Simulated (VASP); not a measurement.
# Ca (Fm-3m) in VASP: a series of runs, part 2 of 2

VASP 6.6.1. The steps go on from the part before.

**3. Single point, PBE**

Input file INCAR:

```
SYSTEM = Ca
  PREC = Accurate
  ENCUT = 520
  EDIFF = 1E-6
  ISMEAR = 1
  SIGMA = 0.3
  LREAL = .False.
  LASPH = .True.
  NELM = 60
  ALGO = Normal
  ISIF = 2
  LWAVE = .False.
  LCHARG = .False.
  GGA = PE
  NBANDS = 11
```

Input file KPOINTS:

```
regular mesh
0
Gamma
  10 10 10
  0 0 0
```

Input file POSCAR:

```
Ca
1.0
    0.0000000000      2.7627089163      2.7627089163
    2.7627089163      0.0000000000      2.7627089163
    2.7627089163      2.7627089163      0.0000000000
Ca
1
Direct
    0.0000000000      0.0000000000      0.0000000000
```

Potentials or basis: VASP PAW PBE potentials, release 64 (Ca_sv).

Run with:

```bash
cat potpaw_PBE.64/Ca_sv/POTCAR > POTCAR
mpirun -np 1 vasp_std > vasp.out
```

OUTCAR:

```text
SYSTEM = Ca
   PREC = Accurate
   ENCUT = 520
   EDIFF = 1E-6
   ISMEAR = 1
   LREAL = .False.
   LASPH = .True.
   NELM = 60
   ISIF = 2
   GGA = PE

 ion  position               nearest neighbor table
   1  0.000  0.000  0.000-

  LATTYP: Found a face centered cubic cell.
 ALAT       =     5.5254178326

  Lattice vectors:

 A1 = (   0.0000000000,   2.7627089163,   2.7627089163)
 A2 = (   2.7627089163,   0.0000000000,   2.7627089163)
 A3 = (   2.7627089163,   2.7627089163,   0.0000000000)

Analysis of symmetry for initial positions (statically):
=====================================================================
 Subroutine PRICEL returns:
 Original cell was already a primitive cell.

 Routine SETGRP: Setting up the symmetry group for a
 face centered cubic supercell.

 Subroutine GETGRP returns: Found 48 space group operations
 (whereof 48 operations were pure point group operations)
 out of a pool of 48 trial point group operations.

The static configuration has the point symmetry O_h .

Analysis of symmetry for dynamics (positions and initial velocities):
=====================================================================
 Subroutine PRICEL returns:
 Original cell was already a primitive cell.

 Routine SETGRP: Setting up the symmetry group for a
 face centered cubic supercell.

 Subroutine GETGRP returns: Found 48 space group operations
 (whereof 48 operations were pure point group operations)
 out of a pool of 48 trial point group operations.

The dynamic configuration has the point symmetry O_h .

 Subroutine INISYM returns: Found 48 space group operations
 (whereof 48 operations are pure point group operations),
 and found     1 'primitive' translations

----------------------------------------------------------------------------------------

                                     Primitive cell

  volume of cell :      42.1731

  direct lattice vectors                    reciprocal lattice vectors
     0.000000000  2.762708916  2.762708916    -0.180981788  0.180981788  0.180981788
     2.762708916  0.000000000  2.762708916     0.180981788 -0.180981788  0.180981788
     2.762708916  2.762708916  0.000000000     0.180981788  0.180981788 -0.180981788

  length of vectors
     3.907060418  3.907060418  3.907060418     0.313469652  0.313469652  0.313469652

  position of ions in fractional coordinates (direct lattice)
     0.000000000  0.000000000  0.000000000

  ion indices of the primitive-cell ions
   primitive index   ion index
                 1           1

----------------------------------------------------------------------------------------

 KPOINTS: regular mesh

Automatic generation of k-mesh.
 Grid dimensions read from file:
 generate k-points for:   10   10   10

 Generating k-lattice:

  Cartesian coordinates                     Fractional coordinates (reciprocal lattice)
    -0.018098179  0.018098179  0.018098179     0.100000000  0.000000000  0.000000000
     0.018098179 -0.018098179  0.018098179     0.000000000  0.100000000  0.000000000
     0.018098179  0.018098179 -0.018098179     0.000000000  0.000000000  0.100000000

  Length of vectors
     0.031346965  0.031346965  0.031346965

  Shift w.r.t. Gamma in fractional coordinates (k-lattice)
     0.000000000  0.000000000  0.000000000

 Subroutine IBZKPT returns following result:
 ===========================================

 Found     47 irreducible k-points:

 Following reciprocal coordinates:
            Coordinates               Weight
  0.000000  0.000000  0.000000      1.000000
  0.100000  0.000000  0.000000      8.000000
  0.200000  0.000000  0.000000      8.000000
  0.300000  0.000000  0.000000      8.000000
  0.400000  0.000000  0.000000      8.000000
  0.500000  0.000000  0.000000      4.000000
[... 16 lines left out ...]
  0.300000  0.300000  0.000000      6.000000
  0.400000  0.300000  0.000000     24.000000
 [... further k-points ...]
   k-points           NKPTS =     47   k-points in BZ     NKDIM =     47   number of bands    NBANDS=     11
   number of dos      NEDOS =    301   number of ions     NIONS =      1
   total plane-waves  NPLWV =  27000
   dimension x,y,z NGX =    30 NGY =   30 NGZ =   30
   dimension x,y,z NGXF=    60 NGYF=   60 NGZF=   60
   ions per type =               1
   NGX,Y,Z   is equivalent  to a cutoff of  12.77, 12.77, 12.77 a.u.
   NGXF,Y,Z  is equivalent  to a cutoff of  25.53, 25.53, 25.53 a.u.
 SYSTEM =  Ca
   PREC   = accura    normal or accurate (medium, high low for compatibility)
   ISTART =      0    job   : 0-new  1-cont  2-samecut
   ICHARG =      2    charge: 1-file 2-atom 10-const
   ISPIN  =      1    spin polarized calculation?
   LNONCOLLINEAR =      F non collinear calculations
   LSORBIT =      F    spin-orbit coupling
   LASPH  =      T    aspherical Exc in radial PAW
   ENCUT  =  520.0 eV  38.22 Ry    6.18 a.u.   7.26  7.26  7.26*2*pi/ulx,y,z
   NELM   =     60;   NELMIN=  2; NELMDL= -5     # of ELM steps
   EDIFF  = 0.1E-05   stopping-criterion for ELM
   LREAL  =      F    real-space projection
   EDIFFG = 0.1E-04   stopping-criterion for IOM
   NSW    =      0    number of steps for IOM
   IBRION =     -1    ionic relax: 0-MD 1-quasi-New 2-CG
   NFREE  =      0    steps in history (QN), initial steepest desc. (CG)
   ISIF   =      2    stress and relaxation
   ISYM   =      2    0-nonsym 1-usesym 2-fastsym
   POTIM  = 0.5000    time-step for ionic-motion
   TEBEG  =    0.0;   TEEND  =   0.0 temperature during run
   PSTRESS=    0.0 pullay stress
   NELECT =      10.0000    total number of electrons
   NUPDOWN=      -1.0000    fix difference up-down
   EMIN   =  10.00;   EMAX   =-10.00  energy-range for DOS
   EFERMI =   0.00;   METHOD = LEGACY
   ISMEAR =     1;   SIGMA  =   0.30  broadening in eV -4-tet -1-fermi 0-gaus
   EFERMI_NEDOS =   21; number of points for ismear=-14 and -15
   IALGO  =     38    algorithm
   IMIX   =      4    mixing-type and parameters
     AMIX     =   0.40;   BMIX     =  1.00
     AMIX_MAG =   1.60;   BMIX_MAG =  1.00
  volume/ion in A,a.u.               =      42.17       284.60
  Fermi-wavevector in a.u.,A,eV,Ry     =   1.013281  1.914823 13.969611  1.026737
  Thomas-Fermi vector in A             =   2.146440
   LORBIT       =      0    0 simple, 1 ext, 2 COOP (PROOUT), +10 PAW based schemes
   GGA     = PE    functional components
   LHFCALC =     F    Hartree Fock is set to
   AEXX    =    0.0000 exact exchange contribution
   IVDW    =     0    specifies the selected vdW correction
   LEPSILON=     F    determine dielectric tensor
   LRPA    =     F    only Hartree local field effects (RPA)
 non-spin polarized calculation
 Methfessel and Paxton  Order N= 1 SIGMA  =   0.30
  energy-cutoff  :      520.00
  volume of cell :       42.17
 maximum number of plane-waves:      1158
 NGX is ok and might be reduce to    30
   NGX = 15   NGY = 15   NGZ = 15

 number of electron      10.0000001 magnetization

 Free energy of the ion-electron system (eV)
  ---------------------------------------------------
  ext. energy  EPLUGINS =         0.00000000
  ---------------------------------------------------
  free energy    TOTEN  =        -1.93231056 eV

  energy without entropy =       -1.93089442  energy(sigma->0) =       -1.93183851

 E-fermi :   1.9747     XC(G=0):  -7.7382

 val. band max:        1.9581298005   @ k =  -0.4000   0.3000   0.0000
 cond. band min:       1.9821474927   @ k =  -0.3000   0.4000   0.1000
 fundamental gap:      0.0240176922
 Fermi energy:         1.9747242924

 k-point     1 :       0.0000    0.0000    0.0000
  band No.  band energies     occupation
      1     -40.0588      2.00000
      2     -20.9754      2.00000
      3     -20.9754      2.00000
      4     -20.9754      2.00000
      5      -2.0646      2.00000
      6       4.2978     -0.00000
      7       4.2978     -0.00000
      8       4.2978     -0.00000
      9       5.3672     -0.00000
     10       5.3672     -0.00000
     11      11.0841      0.00000
[... 309 lines left out ...]
 k-point    24 :       0.4000    0.3000    0.0000
  band No.  band energies     occupation
      1     -40.0442      2.00000
      2     -21.0808      2.00000
      3     -21.0186      2.00000
      4     -21.0143      2.00000
      5       0.4566      2.00000
      6       2.8005     -0.00070
      7       3.4563     -0.00000
      8       5.2582     -0.00000
      9       5.5650     -0.00000
     10       6.0023     -0.00000
     11       8.5981      0.00000

 [... further k-points ...]

------------------------ aborting loop because EDIFF is reached ----------------------------------------

  FORCE on cell =-STRESS in cart. coord.  units (eV):
  Direction    XX          YY          ZZ          XY          YZ          ZX
  --------------------------------------------------------------------------------------
  -------------------------------------------------------------------------------------
  Total       -0.0041979     -0.0041979     -0.0041979      0.0000000     -0.0000000      0.0000000
  in kB       -0.1594789     -0.1594789     -0.1594789      0.0000000     -0.0000000      0.0000000
  external PRESSURE =      -0.1594789 kB  Pullay stress =       0.0000000 kB

 VOLUME and BASIS-vectors are now :
 -----------------------------------------------------------------------------
  energy-cutoff  :      520.00
  volume of cell :       42.17
      direct lattice vectors                 reciprocal lattice vectors
     0.000000000  2.762708916  2.762708916    -0.180981788  0.180981788  0.180981788
     2.762708916  0.000000000  2.762708916     0.180981788 -0.180981788  0.180981788
     2.762708916  2.762708916  0.000000000     0.180981788  0.180981788 -0.180981788

 POSITION                                       TOTAL-FORCE (eV/Angst)
 -----------------------------------------------------------------------------------
      0.00000      0.00000      0.00000         0.000000      0.000000      0.000000
 -----------------------------------------------------------------------------------
    total drift:                               -0.000000     -0.000000      0.000000

  FREE ENERGIE OF THE ION-ELECTRON SYSTEM (eV)
  ---------------------------------------------------
  free  energy   TOTEN  =        -1.9323105621 eV

  energy  without entropy=       -1.9308944196  energy(sigma->0) =       -1.93183851
```

stdout:

```text
POSCAR found type information on POSCAR Ca
 POSCAR found :  1 types and       1 ions
 scaLAPACK will be used
 LDA part: xc-table for (Slater+PW92), standard interpolation
 POSCAR, INCAR and KPOINTS ok, starting setup
 FFT: planning ... GRIDC
 FFT: planning ... GRID_SOFT
 FFT: planning ... GRID
 WAVECAR not read
 entering main loop
```

It took 23 s on 1 thread of Intel Xeon 8259CL, shared host; peak memory 0.17 GiB.

Results:

- Free energy: -1.9323 eV
- Pressure: 0.0 GPa
- Band gap on the k mesh: zero (bands 5 and 6 overlap by 0.27 eV)

Caveat: so wide a smearing shifts energies and pressures.
